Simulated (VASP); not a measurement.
Set up this calculation in VASP 6.6.1, as the native input.

| Quantity | Value |
| --- | --- |
| Task | single point |
| Functional | LDA |
| Potentials or basis | VASP PAW LDA potentials, release 64 (Na_pv, F) |
| Cutoff | 600 eV |
| k mesh | 6 × 6 × 4 |
| Occupations | gaussian, width 0.01 eV |
| Spin | no spin polarisation |
| Dipole correction | no |
| Further INCAR settings | ALGO = Normal; EDIFF = 1e-06; NBANDS = 22 |

The structure of NaF lies in POSCAR:

```
NaF
1.0
    3.8680646418      0.0000000000      0.0000000000
   -1.9340323209      3.3498422433      0.0000000000
    0.0000000000      0.0000000000      4.5513806497
Na F
2 2
Direct
    0.3333333333      0.6666666667     -0.0625000000
    0.6666666667      0.3333333333      0.4375000000
    0.3333333333      0.6666666667      0.4375000000
    0.6666666667      0.3333333333      0.9375000000
```

The input as run:

INCAR

```
SYSTEM = NaF
ALGO = Normal
EDIFF = 1E-6
ENCUT = 600
GGA = CA
GGA_COMPAT = .FALSE.
ISIF = 2
ISMEAR = 0
LASPH = .TRUE.
LCHARG = .FALSE.
LREAL = .FALSE.
LWAVE = .FALSE.
NBANDS = 22
NELM = 120
PREC = Accurate
SIGMA = 0.01
```

KPOINTS

```
k-points
0
G
  6 6 4
  0 0 0
```

Potentials or basis: VASP PAW LDA potentials, release 64 (Na_pv, F).

The run is started by

```console
$ cat potpaw_LDA.64/Na_pv/POTCAR potpaw_LDA.64/F/POTCAR > POTCAR
$ mpirun -np 1 vasp_std > vasp.out
```

Results of the run:

```json
{
 "Pressure": "-2.6 GPa",
 "Band gap on the k mesh": "5.37 eV"
}
```

Wall time 38 s on 1 thread of AMD EPYC 7R13, with other jobs on the host, peak memory 0.13 GiB.
